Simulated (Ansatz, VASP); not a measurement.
**ZnRe in VASP and in Ansatz**

Contents of INCAR:

```
  ALGO = Fast
  EDIFF = 1E-7
  ENCUT = 520
  GGA = PE
  ISIF = 2
  ISMEAR = 0
  LASPH = True
  LCHARG = True
  LELF = True
  LREAL = False
  LVHAR = True
  LWAVE = False
  NBANDS = 27
  NELM = 100
  PREC = Accurate
  SIGMA = 0.1
```

File KPOINTS:

```
k-points
0
Gamma
  4 6 4
```

File POSCAR:

```
ZnRe
1.0
    4.4861512262      0.0000000000      0.0000000000
    0.0000000000      2.6517965566      0.0000000000
    0.0000000000      0.0000000000      4.8899060920
Zn Re
2 2
Direct
    0.7500000000      0.0000000000      0.6374137349
    0.2500000000      0.0000000000      0.3625862651
    0.7500000000      0.5000000000      0.1345010120
    0.2500000000      0.5000000000      0.8654989880
```

Input for Ansatz:

```yaml
crystal:
  lattice:
    - [4.4861512262, 0.0, 0.0]
    - [0.0, 2.6517965566, 0.0]
    - [0.0, 0.0, 4.889906092]
  atoms:
    - { symbol: Zn, position: [0.75, 0.0, 0.6374137349] }
    - { symbol: Zn, position: [0.25, 0.0, 0.3625862651] }
    - { symbol: Re, position: [0.75, 0.5, 0.134501012] }
    - { symbol: Re, position: [0.25, 0.5, 0.865498988] }
basis:
  ecutwfc: 420
kpoints:
  mp_grid: { grid: [4, 6, 4] }
hamiltonian:
  xc: pbe
scf:
  occupations: { method: gaussian, width: 0.1 }
  lower_state_search: "off"
output:
  forces: true
  stress: true
  eigenvalues: true
```

Change from the starting cell: the structure that the rattled caesium chloride type (Pm-3m, No. 221) fell into.

Alike in both runs: task single point; functional PBE; k mesh 4 × 6 × 4; occupations gaussian, width 0.1 eV; no spin polarisation.

|  | VASP | Ansatz |
| --- | --- | --- |
| version | VASP 6.6.1 | Ansatz 0.2.0 |
| potentials or method | VASP PAW PBE potentials, release 64 (Zn, Re), cutoff 520 eV | scalar-relativistic, plane waves, PAW |
| valence electrons in the cell | 38 | 54 |

```csv
,VASP,Ansatz,Ansatz less VASP
gap on the k mesh at the Fermi level (eV),none,none,-
pressure (GPa),-0.4,-0.4,-0.03
"traceless stress, the component that is largest in VASP (GPa)",-0.32,0.00,+0.322
rms of the force components (eV/Å),0.037,0.065,+0.0282
```

Atom by atom the forces differ by 0.028 eV/Å (rms over components). A gap of «none» marks a metal or a gap that the smearing closes. VASP's potentials hold 38 valence electrons a cell and Ansatz's 54, so a difference there can come from the potentials and not from the codes.

The k mesh is coarse, so the values compare programs but aren't converged. Spin-orbit coupling is off throughout.
